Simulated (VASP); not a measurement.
# BN (F-43m) in VASP: a series of runs

Runs on BN. Level: PBE. Tasks: electric field gradients.

All numbers are computed with VASP 6.6.1; they aren't measurements. Logs are shortened: lines on timing, memory, paths and dates and some standing lists are left out, and cuts for length are marked.

### 1 The cell of the first run

It takes space group F-43m (No. 216, cubic). Conventional cell: a = 3.566 Å, b = 3.566 Å, c = 3.566 Å, α = 90.00°, β = 90.00°, γ = 90.00°. B (site symmetry -43m) has 4 N at 1.54 Å within 2.1 Å. Within 2.1 Å of N (site symmetry -43m) lie 4 B at 1.54 Å.

### 2 Electric field gradients, PBE (volume scaled by 0.96)

The input, INCAR:

```
PREC = Accurate ; ENCUT = 520
EDIFF = 1E-8 ; ISMEAR = -1
SIGMA = 0.03 ; LREAL = F
LASPH = T ; NELM = 80
ALGO = Normal ; ISIF = 2
LWAVE = F ; LCHARG = F
GGA = PE ; LEFG = T
NBANDS = 11
```

The input, KPOINTS:

```
Automatic mesh
0
Gamma
  13 13 13
```

The input, POSCAR:

```
BN
1.0
    0.0000000000      1.7830713297      1.7830713297
    1.7830713297      0.0000000000      1.7830713297
    1.7830713297      1.7830713297      0.0000000000
B N
1 1
Direct
    0.0000000000      0.0000000000      0.0000000000
    0.7500000000      0.7500000000      0.7500000000
```

Potentials or basis: VASP PAW PBE potentials, release 64 (B, N).

Launch:

```sh
$ cat potpaw_PBE.64/B/POTCAR potpaw_PBE.64/N/POTCAR > POTCAR
$ mpirun -np 1 vasp_std > vasp.out
```

OUTCAR:

```text
PREC = Accurate
   ENCUT = 520
   EDIFF = 1E-8
   ISMEAR = -1
   LREAL = F
   LASPH = T
   NELM = 80
   ISIF = 2
   GGA = PE

 ion  position               nearest neighbor table
   1  0.000  0.000  0.000-   2 1.54   2 1.54   2 1.54   2 1.54
   2  0.750  0.750  0.750-   1 1.54   1 1.54   1 1.54   1 1.54

  LATTYP: Found a face centered cubic cell.
 ALAT       =     3.5661426594

  Lattice vectors:

 A1 = (   0.0000000000,   1.7830713297,   1.7830713297)
 A2 = (   1.7830713297,   0.0000000000,   1.7830713297)
 A3 = (   1.7830713297,   1.7830713297,   0.0000000000)

Analysis of symmetry for initial positions (statically):
=====================================================================
 Subroutine PRICEL returns:
 Original cell was already a primitive cell.

 Routine SETGRP: Setting up the symmetry group for a
 face centered cubic supercell.

 Subroutine GETGRP returns: Found 24 space group operations
 (whereof 24 operations were pure point group operations)
 out of a pool of 48 trial point group operations.

The static configuration has the point symmetry T_d .

Analysis of symmetry for dynamics (positions and initial velocities):
=====================================================================
 Subroutine PRICEL returns:
 Original cell was already a primitive cell.

 Routine SETGRP: Setting up the symmetry group for a
 face centered cubic supercell.

 Subroutine GETGRP returns: Found 24 space group operations
 (whereof 24 operations were pure point group operations)
 out of a pool of 48 trial point group operations.

The dynamic configuration has the point symmetry T_d .

 Subroutine INISYM returns: Found 24 space group operations
 (whereof 24 operations are pure point group operations),
 and found     1 'primitive' translations

----------------------------------------------------------------------------------------

                                     Primitive cell

  volume of cell :      11.3380

  direct lattice vectors                    reciprocal lattice vectors
     0.000000000  1.783071330  1.783071330    -0.280415030  0.280415030  0.280415030
     1.783071330  0.000000000  1.783071330     0.280415030 -0.280415030  0.280415030
     1.783071330  1.783071330  0.000000000     0.280415030  0.280415030 -0.280415030

  length of vectors
     2.521643657  2.521643657  2.521643657     0.485693079  0.485693079  0.485693079

  position of ions in fractional coordinates (direct lattice)
     0.000000000  0.000000000  0.000000000
     0.750000000  0.750000000  0.750000000

  ion indices of the primitive-cell ions
   primitive index   ion index
                 1           1
                 2           2

----------------------------------------------------------------------------------------

 KPOINTS: Automatic mesh

Automatic generation of k-mesh.
 Grid dimensions read from file:
 generate k-points for:   13   13   13

 Generating k-lattice:

  Cartesian coordinates                     Fractional coordinates (reciprocal lattice)
    -0.021570387  0.021570387  0.021570387     0.076923077  0.000000000  0.000000000
     0.021570387 -0.021570387  0.021570387     0.000000000  0.076923077  0.000000000
     0.021570387  0.021570387 -0.021570387     0.000000000  0.000000000  0.076923077

  Length of vectors
     0.037361006  0.037361006  0.037361006

  Shift w.r.t. Gamma in fractional coordinates (k-lattice)
     0.000000000  0.000000000  0.000000000

 Subroutine IBZKPT returns following result:
 ===========================================

 Found     84 irreducible k-points:

 Following reciprocal coordinates:
            Coordinates               Weight
  0.000000  0.000000  0.000000      1.000000
  0.076923  0.000000  0.000000      8.000000
  0.153846  0.000000  0.000000      8.000000
  0.230769  0.000000  0.000000      8.000000
  0.307692  0.000000  0.000000      8.000000
  0.384615  0.000000  0.000000      8.000000
[... 16 lines left out ...]
  0.384615  0.153846  0.000000     24.000000
  0.461538  0.153846  0.000000     24.000000
 [... further k-points ...]
   k-points           NKPTS =     84   k-points in BZ     NKDIM =     84   number of bands    NBANDS=     11
   number of dos      NEDOS =    301   number of ions     NIONS =      2
   total plane-waves  NPLWV =   8000
   dimension x,y,z NGX =    20 NGY =   20 NGZ =   20
   dimension x,y,z NGXF=    40 NGYF=   40 NGZF=   40
   ions per type =               1   1
   NGX,Y,Z   is equivalent  to a cutoff of  13.19, 13.19, 13.19 a.u.
   NGXF,Y,Z  is equivalent  to a cutoff of  26.37, 26.37, 26.37 a.u.
 SYSTEM =  unknown system
   PREC   = accura    normal or accurate (medium, high low for compatibility)
   ISTART =      0    job   : 0-new  1-cont  2-samecut
   ICHARG =      2    charge: 1-file 2-atom 10-const
   ISPIN  =      1    spin polarized calculation?
   LNONCOLLINEAR =      F non collinear calculations
   LSORBIT =      F    spin-orbit coupling
   LASPH  =      T    aspherical Exc in radial PAW
   ENCUT  =  520.0 eV  38.22 Ry    6.18 a.u.   4.69  4.69  4.69*2*pi/ulx,y,z
   NELM   =     80;   NELMIN=  2; NELMDL= -5     # of ELM steps
   EDIFF  = 0.1E-07   stopping-criterion for ELM
   LREAL  =      F    real-space projection
   EDIFFG = 0.1E-06   stopping-criterion for IOM
   NSW    =      0    number of steps for IOM
   IBRION =     -1    ionic relax: 0-MD 1-quasi-New 2-CG
   NFREE  =      0    steps in history (QN), initial steepest desc. (CG)
   ISIF   =      2    stress and relaxation
   ISYM   =      2    0-nonsym 1-usesym 2-fastsym
   POTIM  = 0.5000    time-step for ionic-motion
   TEBEG  =    0.0;   TEEND  =   0.0 temperature during run
   PSTRESS=    0.0 pullay stress
   NELECT =       8.0000    total number of electrons
   NUPDOWN=      -1.0000    fix difference up-down
   EMIN   =  10.00;   EMAX   =-10.00  energy-range for DOS
   EFERMI =   0.00;   METHOD = LEGACY
   ISMEAR =    -1;   SIGMA  =   0.03  broadening in eV -4-tet -1-fermi 0-gaus
   EFERMI_NEDOS =   21; number of points for ismear=-14 and -15
   IALGO  =     38    algorithm
   IMIX   =      4    mixing-type and parameters
     AMIX     =   0.40;   BMIX     =  1.00
     AMIX_MAG =   1.60;   BMIX_MAG =  1.00
  volume/ion in A,a.u.               =       5.67        38.26
  Fermi-wavevector in a.u.,A,eV,Ry     =   1.457447  2.754176 28.900840  2.124152
  Thomas-Fermi vector in A             =   2.574247
   LORBIT       =      0    0 simple, 1 ext, 2 COOP (PROOUT), +10 PAW based schemes
   GGA     = PE    functional components
   LHFCALC =     F    Hartree Fock is set to
   AEXX    =    0.0000 exact exchange contribution
   IVDW    =     0    specifies the selected vdW correction
   LEPSILON=     F    determine dielectric tensor
   LRPA    =     F    only Hartree local field effects (RPA)
 non-spin polarized calculation
  energy-cutoff  :      520.00
  volume of cell :       11.34
 maximum number of plane-waves:       322
   NGX =  9   NGY =  9   NGZ =  9

 number of electron       7.9999998 magnetization

 Free energy of the ion-electron system (eV)
  ---------------------------------------------------
  ext. energy  EPLUGINS =         0.00000000
  ---------------------------------------------------
  free energy    TOTEN  =       -17.41506700 eV

  energy without entropy =      -17.41506700  energy(sigma->0) =      -17.41506700

 E-fermi :   8.6056     XC(G=0): -13.0248

 val. band max:        7.9142145595   @ k =   0.0000   0.0000   0.0000
 cond. band min:      12.4936722326   @ k =   0.4615   0.4615   0.0000
 fundamental gap:      4.5794576731
 Fermi energy:         8.6056143239

 k-point     1 :       0.0000    0.0000    0.0000
  band No.  band energies     occupation
      1     -12.7882      2.00000
      2       7.9142      2.00000
      3       7.9142      2.00000
      4       7.9142      2.00000
      5      16.9292      0.00000
      6      16.9292      0.00000
      7      16.9292      0.00000
      8      18.9360      0.00000
      9      33.4429      0.00000
     10      36.1854      0.00000
     11      36.1854      0.00000

 k-point     2 :       0.0769    0.0000    0.0000
  band No.  band energies     occupation
      1     -12.6395      2.00000
      2       7.1055      2.00000
      3       7.7516      2.00000
      4       7.7516      2.00000
      5      17.1634      0.00000
      6      17.1757      0.00000
      7      17.1757      0.00000
      8      19.3917      0.00000
      9      33.1810      0.00000
     10      34.0681      0.00000
     11      34.0681      0.00000
[... 295 lines left out ...]
 k-point    24 :       0.4615    0.1538    0.0000
  band No.  band energies     occupation
      1      -8.6436      2.00000
      2      -1.6638      2.00000
      3       4.5449      2.00000
      4       4.9644      2.00000
      5      17.0183      0.00000
      6      20.5366      0.00000
      7      20.7593      0.00000
      8      23.0670      0.00000
      9      29.2894      0.00000
     10      34.9551      0.00000
     11      36.6083      0.00000

 [... further k-points ...]
[... 5 lines left out ...]
  --------------------------------------------------------------------------------------
  -------------------------------------------------------------------------------------
  Total        1.4328071      1.4328071      1.4328071     -0.0000000     -0.0000000      0.0000000
  in kB      202.4706826    202.4706826    202.4706826     -0.0000000     -0.0000000      0.0000000
  external PRESSURE =     202.4706826 kB  Pullay stress =       0.0000000 kB

 VOLUME and BASIS-vectors are now :
 -----------------------------------------------------------------------------
  energy-cutoff  :      520.00
  volume of cell :       11.34
      direct lattice vectors                 reciprocal lattice vectors
     0.000000000  1.783071330  1.783071330    -0.280415030  0.280415030  0.280415030
     1.783071330  0.000000000  1.783071330     0.280415030 -0.280415030  0.280415030
     1.783071330  1.783071330  0.000000000     0.280415030  0.280415030 -0.280415030

 POSITION                                       TOTAL-FORCE (eV/Angst)
 -----------------------------------------------------------------------------------
      0.00000      0.00000      0.00000         0.000000      0.000000      0.000000
      2.67461      2.67461      2.67461        -0.000000     -0.000000     -0.000000
 -----------------------------------------------------------------------------------
    total drift:                               -0.000000     -0.000000     -0.000000

  FREE ENERGIE OF THE ION-ELECTRON SYSTEM (eV)
  ---------------------------------------------------
  free  energy   TOTEN  =       -17.4150669954 eV

  energy  without entropy=      -17.4150669954  energy(sigma->0) =      -17.41506700

 Electric field gradients (V/A^2)
---------------------------------------------------------------------
 ion       V_xx      V_yy      V_zz      V_xy      V_xz      V_yz
---------------------------------------------------------------------
   1       0.000     0.000     0.000    -0.000    -0.000    -0.000
   2      -0.000     0.000     0.000    -0.001    -0.001    -0.001
---------------------------------------------------------------------

 Electric field gradients after diagonalization (V/A^2)
 (convention: |V_zz| > |V_xx| > |V_yy|)
----------------------------------------------------------------------
 ion       V_xx      V_yy      V_zz     asymmetry (V_yy - V_xx)/ V_zz
----------------------------------------------------------------------
   1       0.000     0.000    -0.000       0.000
   2       0.001     0.001    -0.001       0.000
----------------------------------------------------------------------

           NMR quadrupolar parameters

 Cq : quadrupolar parameter    Cq=e*Q*V_zz/h
 eta: asymmetry parameters     (V_yy - V_xx)/ V_zz
 Q  : nuclear electric quadrupole moment in mb (millibarn)
----------------------------------------------------------------------
 ion       Cq(MHz)       eta       Q (mb)
----------------------------------------------------------------------
   1      -0.000       0.000       1.000
   2      -0.000       0.000       1.000
----------------------------------------------------------------------
```

Wall time 14 s (1 thread of AMD EPYC 7R43 (Zen 3), shared host); peak memory 0.09 GiB.

Results:

```
Free energy            : -17.4151 eV
Pressure               : 20.2 GPa
Band gap on the k mesh : 4.58 eV, indirect (least direct gap 9.02 eV)
```

Levels at points of the mesh, in eV from the valence-band top:
| k point | band 2 | band 3 | band 4 | band 5 | band 6 | band 7 |
| --- | --- | --- | --- | --- | --- | --- |
| (0.00, 0.00, 0.00) | 0.00 | 0.00 | 0.00 | 9.02 | 9.02 | 9.02 |

Caveat: without QUAD_EFG the Cq values of the log hold for a quadrupole moment of 1 mb, not for the nuclei.

[end of part 1 of 2]
